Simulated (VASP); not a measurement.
Crystal: Mg3SnSe4.

```
Mg Sn Se
1.0
     4.00922    0.01724   -0.04056
     0.01724    3.96249   -0.05492
    -0.11392   -0.15428   10.94434
Mg Sn Se
3 1 4
Direct
  0.49864 0.51606 0.74522
  0.00892 0.00985 0.50114
  0.49650 0.49958 0.24910
  0.99198 0.96741 0.00964
  0.01362 0.00659 0.25927
  0.49970 0.49341 0.00007
  0.00146 0.98854 0.73008
  0.48796 0.50306 0.49440
```

| Property | Result |
| --- | --- |
| Program | VASP 6.6.1 |
| Task | relaxation of cell and atoms |
| Functional | PBEsol |
| Potentials or basis | VASP PAW PBE potentials, release 64 (Mg, Sn_d, Se) |
| Cutoff | 600 eV |
| k mesh | 4 × 4 × 2 |
| Occupations | fermi-dirac, width 0.05 eV |
| Spin | no spin polarisation |

At the start: pressure 1.4 GPa; volume 21.73 Å³/atom.

Problem. How do energy, volume and symmetry change on relaxing?

Solution. Over 22 steps the energy falls by 24.2 meV/atom and the volume is 22.02 Å³/atom (+1.3 %); space group P1 (No. 1, to 0.1 Å) before, P4/mmm (No. 123, to 0.1 Å).

Step by step:
| step | energy change (eV) | largest force (eV/Å) | pressure (GPa) | volume (Å³) |
| --- | --- | --- | --- | --- |
| 1 | 0.0000 | 0.9212 | 1.35 | 173.81 |
| 2 | -0.1063 | 0.4537 | -0.56 | 178.44 |
| 3 | -0.1163 | 0.3040 | -1.27 | 180.48 |
| 4 | -0.1630 | 0.2405 | -0.34 | 177.23 |
| 5 | -0.1722 | 0.1882 | 0.36 | 175.13 |
| 6 | -0.1824 | 0.1406 | 0.09 | 175.81 |
| 7 | -0.1847 | 0.1335 | -0.08 | 176.30 |
| 8 | -0.1887 | 0.0751 | -0.02 | 176.10 |
| 9 | -0.1905 | 0.0711 | 0.07 | 175.84 |
| 10 | -0.1913 | 0.0516 | -0.06 | 176.23 |
| 11 | -0.1915 | 0.0366 | -0.17 | 176.54 |
| 12 | -0.1920 | 0.0339 | -0.11 | 176.35 |
| 13 | -0.1924 | 0.0466 | 0.01 | 176.00 |
| 14 | -0.1924 | 0.0494 | 0.04 | 175.93 |
| 15 | -0.1928 | 0.0450 | 0.03 | 175.95 |
| 16 | -0.1933 | 0.0321 | 0.01 | 176.01 |
| 17 | -0.1933 | 0.0291 | 0.00 | 176.03 |
| 18 | -0.1936 | 0.0165 | -0.01 | 176.05 |
| 19 | -0.1937 | 0.0272 | -0.02 | 176.08 |
| 20 | -0.1939 | 0.0152 | 0.02 | 175.96 |
| 21 | -0.1939 | 0.0140 | 0.06 | 175.86 |
| 22 | -0.1940 | 0.0092 | -0.04 | 176.13 |

Final structure:
```
Mg Sn Se
1.0
     3.97255    0.00029   -0.00078
     0.00048    3.96975   -0.00166
    -0.00095   -0.00082   11.16876
Mg Sn Se
3 1 4
Direct
  0.49971 0.49827 0.74050
  0.00019 0.99953 0.49844
  0.49988 0.49766 0.25720
  0.99965 0.99705 0.99832
  0.00012 0.99822 0.25778
  0.49953 0.49677 0.99862
  0.99971 0.99808 0.73928
  0.49999 0.49892 0.49878
```

Caveat: the k points lie up to 0.40 Å⁻¹ apart in the final cell; the PAW data sets were made with another functional, which shifts forces and pressure a little.
